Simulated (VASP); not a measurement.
Write the native input for VASP 6.6.1 that does the following.

```
Task                   : single point
Functional             : PBEsol
Potentials or basis    : VASP PAW PBE potentials, release 64 (Mo_sv)
Cutoff                 : 500 eV
k mesh                 : 10 × 10 × 10
Occupations            : methfessel-paxton, width 0.05 eV
Spin                   : no spin polarisation
Dipole correction      : no
Further INCAR settings : ALGO = Normal; EDIFF = 1e-06; NBANDS = 13
```

The structure of Mo lies in POSCAR:

```
Mo
1.0
    2.7079882269     -0.0000000150     -0.0000000260
   -0.9026627282      2.5531157898     -0.0000000260
   -0.9026627282     -1.2765578574      2.2110631544
Mo
1
Direct
    0.0000000000      0.0000000000      0.0000000000
```

These files were run (other wordings do the same):

INCAR

```
SYSTEM = Mo
PREC = Accurate
ENCUT = 500
EDIFF = 1E-6
ISMEAR = 1
SIGMA = 0.05
LREAL = .FALSE.
LASPH = .TRUE.
NELM = 120
ALGO = Normal
ISIF = 2
LWAVE = .FALSE.
LCHARG = .FALSE.
GGA = PS
NBANDS = 13
GGA_COMPAT = .FALSE.
```

KPOINTS

```
regular mesh
0
G
  10 10 10
  0 0 0
```

Potentials or basis: VASP PAW PBE potentials, release 64 (Mo_sv).

The run is started by

```bash
$ cat potpaw_PBE.64/Mo_sv/POTCAR > POTCAR
$ mpirun -np 1 vasp_std > vasp.out
```

It gave:

```
Pressure               : 0.6 GPa
Band gap on the k mesh : zero (band 7 reaches 16.99 eV, above the bottom of band 8 at 11.43 eV)
```

Caveat: the PAW data sets were made with another functional, which shifts forces and pressure a little.

Wall time 4.5 s on 1 thread of AMD EPYC 9R45 96-Core Processor (Zen 5), on a shared host, peak memory 0.1 GiB.
